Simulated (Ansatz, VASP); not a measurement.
Two plane-wave programs on Ti

```
Ti
1.0
    -1.65605    1.65605    1.65605
     1.65605   -1.65605    1.65605
     1.65605    1.65605   -1.65605
Ti
1
Cartesian
  0.0000 0.0000 0.0000
```

Alike in both runs: task single point; functional PBE; k mesh 22 × 22 × 22; occupations gaussian, width 0.15 eV; no spin polarisation.

|  | VASP | Ansatz |
| --- | --- | --- |
| version | VASP 6.6.1 | Ansatz 0.2.0 |
| potentials or method | VASP PAW PBE potentials, release 64 (Ti_sv), cutoff 520 eV | scalar-relativistic, plane waves, PAW |
| valence electrons in the cell | 12 | 12 |

```csv
,VASP,Ansatz,Ansatz less VASP
gap on the k mesh at the Fermi level (eV),none,none,-
pressure (GPa),-5.1,-5.0,+0.16
```

A gap of «none» marks a metal or a gap that the smearing closes.
